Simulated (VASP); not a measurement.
NbCu: single point with PBE

NbCu:

```
CELL_PARAMETERS angstrom
0.00000 2.57918 2.57918
2.57918 0.00000 2.57918
2.57918 2.57918 0.00000
ATOMIC_POSITIONS crystal
Nb 0.00000 0.00000 0.00000
Cu 0.50000 0.50000 0.50000
```

```
Program             : VASP 6.6.1
Task                : single point
Functional          : PBE
Potentials or basis : VASP PAW PBE potentials, release 64 (Nb_sv, Cu)
Cutoff              : 520 eV
k mesh              : 9 × 9 × 9
Occupations         : fermi-dirac, width 0.05 eV
Spin                : no spin polarisation
```

```json
{
 "Pressure": "-2.7 GPa",
 "Band gap on the k mesh": "zero (bands 12 and 13 overlap by 1.78 eV)"
}
```

Levels at points of the mesh, in eV from the Fermi level:
| k point | band 8 | band 9 | band 10 | band 11 | band 12 | band 13 | band 14 | band 15 | band 16 | band 17 |
| --- | --- | --- | --- | --- | --- | --- | --- | --- | --- | --- |
| (0.00, 0.00, 0.00) | -3.88 | -3.88 | -3.88 | 0.99 | 0.99 | 0.99 | 2.31 | 2.31 | 8.76 | 8.76 |

Run time: 52 s on 1 thread of Intel Xeon 8259CL (shared host), peak memory 0.17 GiB.
